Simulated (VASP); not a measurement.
# SnO (P4/nmm) in VASP: single point with LDA

Aim: the single point of SnO with LDA.

All numbers are computed with VASP 6.6.1; they aren't measurements. Logs are shortened: lines on timing, memory, paths and dates and some standing lists are left out, and cuts for length are marked.

## (1) The cell of the first run

It takes space group P4/nmm (No. 129, tetragonal). The conventional cell has a = 3.765 Å, b = 3.765 Å, c = 4.652 Å, α = 90.00°, β = 90.00°, γ = 90.00°. Sn (site symmetry 4mm) has 4 O at 2.20 Å within 2.9 Å. O (site symmetry -4m2) has 4 Sn at 2.20 Å and 4 O at 2.66 Å within 2.9 Å.

## (2) Single point, LDA

INCAR

```
SYSTEM = SnO
PREC = Accurate
ENCUT = 910
EDIFF = 1E-6
ISMEAR = -1
SIGMA = 0.1
LREAL = .FALSE.
LASPH = .TRUE.
NELM = 120
ALGO = Normal
ISIF = 2
LWAVE = .FALSE.
LCHARG = .FALSE.
GGA = CA
NBANDS = 28
GGA_COMPAT = .FALSE.
```

KPOINTS

```
regular mesh
0
G
  10 10 8
  0 0 0
```

POSCAR

```
SnO
1.0
    3.7651715388      0.0000000000      0.0000000000
    0.0000000000      3.7651715388      0.0000000000
    0.0000000000      0.0000000000      4.6522206184
Sn O
2 2
Direct
    0.5000000000      0.0000000000      0.2462649240
    0.0000000000      0.5000000000      0.7537350760
    0.0000000000      0.0000000000      0.0000000000
    0.5000000000      0.5000000000      0.0000000000
```

Potentials or basis: VASP PAW LDA potentials, release 64 (Sn_d, O_h).

Started as:

```bash
$ cat potpaw_LDA.64/Sn_d/POTCAR potpaw_LDA.64/O_h/POTCAR > POTCAR
$ mpirun -np 1 vasp_std > vasp.out
```

OUTCAR:

```text
SYSTEM = SnO
   PREC = Accurate
   ENCUT = 910
   EDIFF = 1E-6
   ISMEAR = -1
   LREAL = .FALSE.
   LASPH = .TRUE.
   NELM = 120
   ISIF = 2
   GGA = CA

 ion  position               nearest neighbor table
   1  0.500  0.000  0.246-   3 2.20   4 2.20   4 2.20   3 2.20   2 3.51   2 3.51   2 3.51   2 3.51
                             2 3.56   2 3.56   2 3.56   2 3.56
   2  0.000  0.500  0.754-   3 2.20   4 2.20   3 2.20   4 2.20   1 3.51   1 3.51   1 3.51   1 3.51
                             1 3.56   1 3.56   1 3.56   1 3.56
   3  0.000  0.000  0.000-   1 2.20   2 2.20   2 2.20   1 2.20
   4  0.500  0.500  0.000-   1 2.20   2 2.20   1 2.20   2 2.20

  LATTYP: Found a simple tetragonal cell.
 ALAT       =     3.7651715388
 C/A-ratio  =     1.2355932712

  Lattice vectors:

 A1 = (   3.7651715388,   0.0000000000,   0.0000000000)
 A2 = (   0.0000000000,   3.7651715388,   0.0000000000)
 A3 = (   0.0000000000,   0.0000000000,   4.6522206184)

Analysis of symmetry for initial positions (statically):
=====================================================================
 Subroutine PRICEL returns:
 Original cell was already a primitive cell.

 Routine SETGRP: Setting up the symmetry group for a
 simple tetragonal supercell.

 Subroutine GETGRP returns: Found 16 space group operations
 (whereof  8 operations were pure point group operations)
 out of a pool of 16 trial point group operations.

The static configuration has the point symmetry D_2d.
 The point group associated with its full space group is D_4h.

Analysis of symmetry for dynamics (positions and initial velocities):
=====================================================================
 Subroutine PRICEL returns:
 Original cell was already a primitive cell.

 Routine SETGRP: Setting up the symmetry group for a
 simple tetragonal supercell.

 Subroutine GETGRP returns: Found 16 space group operations
 (whereof  8 operations were pure point group operations)
 out of a pool of 16 trial point group operations.

The dynamic configuration has the point symmetry D_2d.
 The point group associated with its full space group is D_4h.

 Subroutine INISYM returns: Found 16 space group operations
 (whereof  8 operations are pure point group operations),
 and found     1 'primitive' translations

----------------------------------------------------------------------------------------

                                     Primitive cell

  volume of cell :      65.9523

  direct lattice vectors                    reciprocal lattice vectors
[... 91 lines left out ...]
   EDIFF  = 0.1E-05   stopping-criterion for ELM
   LREAL  =      F    real-space projection
   EDIFFG = 0.1E-04   stopping-criterion for IOM
   NSW    =      0    number of steps for IOM
   IBRION =     -1    ionic relax: 0-MD 1-quasi-New 2-CG
   NFREE  =      0    steps in history (QN), initial steepest desc. (CG)
   ISIF   =      2    stress and relaxation
   ISYM   =      2    0-nonsym 1-usesym 2-fastsym
   POTIM  = 0.5000    time-step for ionic-motion
   TEBEG  =    0.0;   TEEND  =   0.0 temperature during run
   PSTRESS=    0.0 pullay stress
   NELECT =      40.0000    total number of electrons
   NUPDOWN=      -1.0000    fix difference up-down
   EMIN   =  10.00;   EMAX   =-10.00  energy-range for DOS
   EFERMI =   0.00;   METHOD = LEGACY
   ISMEAR =    -1;   SIGMA  =   0.10  broadening in eV -4-tet -1-fermi 0-gaus
   EFERMI_NEDOS =   21; number of points for ismear=-14 and -15
   IALGO  =     38    algorithm
   IMIX   =      4    mixing-type and parameters
     AMIX     =   0.40;   BMIX     =  1.00
     AMIX_MAG =   1.60;   BMIX_MAG =  1.00
  volume/ion in A,a.u.               =      16.49       111.27
  Fermi-wavevector in a.u.,A,eV,Ry     =   1.385750  2.618688 26.127309  1.920303
  Thomas-Fermi vector in A             =   2.510131
   LORBIT       =      0    0 simple, 1 ext, 2 COOP (PROOUT), +10 PAW based schemes
   GGA     = CA    functional components
   LHFCALC =     F    Hartree Fock is set to
   AEXX    =    0.0000 exact exchange contribution
   IVDW    =     0    specifies the selected vdW correction
   LEPSILON=     F    determine dielectric tensor
   LRPA    =     F    only Hartree local field effects (RPA)
 non-spin polarized calculation
  energy-cutoff  :      910.00
  volume of cell :       65.95
 maximum number of plane-waves:      4155
 NGX is ok and might be reduce to    40
   NGX = 19   NGY = 19   NGZ = 23

 number of electron      40.0000003 magnetization

 Free energy of the ion-electron system (eV)
  ---------------------------------------------------
  ext. energy  EPLUGINS =         0.00000000
  ---------------------------------------------------
  free energy    TOTEN  =       -25.75137254 eV

  energy without entropy =      -25.74382098  energy(sigma->0) =      -25.74759676

 E-fermi :   7.9606     XC(G=0): -11.0040

 val. band max:        7.9190653400   @ k =   0.5000   0.5000   0.1250
 cond. band min:       8.0961422868   @ k =   0.4000   0.4000   0.0000
 fundamental gap:      0.1770769468
 Fermi energy:         7.9605935313

 k-point     1 :       0.0000    0.0000    0.0000
  band No.  band energies     occupation
      1     -14.1665      2.00000
      2     -13.6966      2.00000
      3     -13.6966      2.00000
      4     -13.6775      2.00000
      5     -13.6335      2.00000
      6     -13.6271      2.00000
[... 733 lines left out ...]
     27      15.0191      0.00000
     28      17.3332      0.00000

 [... further k-points ...]

------------------------ aborting loop because EDIFF is reached ----------------------------------------

  FORCE on cell =-STRESS in cart. coord.  units (eV):
  Direction    XX          YY          ZZ          XY          YZ          ZX
  --------------------------------------------------------------------------------------
  -------------------------------------------------------------------------------------
  Total        0.0718776      0.0718776      0.0792350      0.0000000      0.0000000      0.0000000
  in kB        1.7461214      1.7461214      1.9248545      0.0000000      0.0000000      0.0000000
  external PRESSURE =       1.8056991 kB  Pullay stress =       0.0000000 kB

 VOLUME and BASIS-vectors are now :
 -----------------------------------------------------------------------------
  energy-cutoff  :      910.00
  volume of cell :       65.95
      direct lattice vectors                 reciprocal lattice vectors
     3.765171539  0.000000000  0.000000000     0.265592149  0.000000000  0.000000000
     0.000000000  3.765171539  0.000000000     0.000000000  0.265592149  0.000000000
     0.000000000  0.000000000  4.652220618     0.000000000  0.000000000  0.214951113

 POSITION                                       TOTAL-FORCE (eV/Angst)
 -----------------------------------------------------------------------------------
      1.88259      0.00000      1.14568         0.000000      0.000000      0.108031
      0.00000      1.88259      3.50654        -0.000000      0.000000     -0.108031
      0.00000      0.00000      0.00000         0.000000      0.000000      0.000000
      1.88259      1.88259      0.00000         0.000000     -0.000000      0.000000
 -----------------------------------------------------------------------------------
    total drift:                               -0.000000      0.000000      0.000000

  FREE ENERGIE OF THE ION-ELECTRON SYSTEM (eV)
  ---------------------------------------------------
  free  energy   TOTEN  =       -25.7513725423 eV

  energy  without entropy=      -25.7438209808  energy(sigma->0) =      -25.74759676
```

OSZICAR:

```text
N       E                     dE             d eps       ncg     rms          rms(c)
DAV:   1     0.520169652840E+03    0.52017E+03   -0.27323E+04  6044   0.316E+03
DAV:   2     0.799971054661E+02   -0.44017E+03   -0.42438E+03  6024   0.712E+02
DAV:   3    -0.199318918880E+02   -0.99929E+02   -0.96310E+02  7264   0.222E+02
DAV:   4    -0.289676326281E+02   -0.90357E+01   -0.88910E+01  7016   0.668E+01
DAV:   5    -0.292423524829E+02   -0.27472E+00   -0.27438E+00  6408   0.122E+01    0.115E+01
DAV:   6    -0.258242430121E+02    0.34181E+01   -0.14030E+01  9892   0.436E+01    0.494E+00
DAV:   7    -0.258053682355E+02    0.18875E-01   -0.19075E+00  6876   0.837E+00    0.253E+00
DAV:   8    -0.257654422556E+02    0.39926E-01   -0.36316E-01  8048   0.417E+00    0.829E-01
DAV:   9    -0.257508076522E+02    0.14635E-01   -0.47133E-02  9692   0.242E+00    0.230E-01
DAV:  10    -0.257516330897E+02   -0.82544E-03   -0.62739E-03  7840   0.719E-01    0.120E-01
DAV:  11    -0.257513617825E+02    0.27131E-03   -0.10376E-03  9696   0.333E-01    0.211E-02
DAV:  12    -0.257513780858E+02   -0.16303E-04   -0.22820E-04  7620   0.994E-02    0.258E-02
DAV:  13    -0.257513729792E+02    0.51066E-05   -0.16524E-05  6780   0.334E-02    0.701E-03
DAV:  14    -0.257513725423E+02    0.43694E-06   -0.10503E-06  3448   0.913E-03
   1 F= -.25751373E+02 E0= -.25747597E+02  d E =-.755156E-02
```

It took 5 min on 1 thread of Intel Xeon Platinum 8488C (Sapphire Rapids), shared host; peak memory 0.47 GiB.

Results:

```
Free energy            : -25.7514 eV
Pressure               : 0.2 GPa
Largest force          : 0.108 eV/Å
Band gap on the k mesh : zero (bands 20 and 21 overlap by 0.23 eV)
```

Forces on the atoms (eV/Å):
```
Sn   0.000  0.000  0.108
Sn   0.000  0.000 -0.108
O    0.000  0.000  0.000
O    0.000  0.000  0.000
```

Caveat: semilocal functionals underestimate gaps, and a narrow one can read as zero; spin-orbit coupling is left out, which moves the levels of the heavy elements.

The gap in the log of VASP goes by the Fermi energy; the results here count the filled bands.